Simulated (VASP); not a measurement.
Write the native input for VASP 6.6.1 that does the following.

```
Task                   : single point
Functional             : PBEsol
Potentials or basis    : VASP PAW PBE potentials, release 64 (Cu_sv_GW)
Cutoff                 : 820 eV
k mesh                 : 14 × 14 × 8
Occupations            : gaussian, width 0.15 eV
Spin                   : no spin polarisation
Dipole correction      : no
Further INCAR settings : ALGO = Normal; EDIFF = 1e-06; NBANDS = 26
```

The structure of Cu lies in POSCAR:

```
Cu
1.0
   -1.5422851389      1.5422857511      1.2596055068
    1.5422896637     -1.5422910245      1.2596159179
    2.9159880196      2.9159899925     -0.0000007955
Cu
2
Direct
    0.0832929054     -0.0832906838      0.0000000568
    0.4167070946      0.5832906838      0.4999999432
```

This isn't the form of Cu at room conditions, which is fcc.

These files were run (other wordings do the same):

INCAR

```
SYSTEM = Cu
PREC     = Accurate       ! precision mode
ENCUT    = 820            ! plane-wave cutoff, eV
EDIFF    = 1E-6           ! SCF threshold, eV
ISMEAR   = 0              ! smearing method
SIGMA    = 0.15           ! smearing width, eV
LREAL    = .False.        ! projectors in reciprocal space
LASPH    = .True.         ! aspherical terms in the spheres
NELM     = 120            ! most SCF steps
ALGO     = Normal         ! electronic algorithm
ISIF     = 2              ! what is computed and relaxed
LWAVE    = .False.        ! write WAVECAR
LCHARG   = .True.         ! write CHGCAR
GGA      = PS             ! functional
LELF     = .True.         ! ELF
LVHAR    = .True.       
NBANDS   = 26             ! bands
GGA_COMPAT= .False.
```

KPOINTS

```
regular mesh
0
Gamma
  14 14 8
  0 0 0
```

Potentials or basis: VASP PAW PBE potentials, release 64 (Cu_sv_GW).

The run is started by

```console
$ cat potpaw_PBE.64/Cu_sv_GW/POTCAR > POTCAR
$ mpirun -np 1 vasp_std > vasp.out
```

It gave:

```json
{
 "Pressure": "-1.7 GPa",
 "Band gap on the k mesh": "zero (bands 19 and 20 overlap by 5.63 eV)"
}
```

Caveat: the PAW data sets were made with another functional, which shifts forces and pressure a little.

Run time: 4.1 min on 1 thread of Intel(R) Xeon(R) Platinum 8259CL CPU @ 2.50GHz (Skylake/Cascade Lake), with other jobs on the host, peak memory 0.42 GiB.
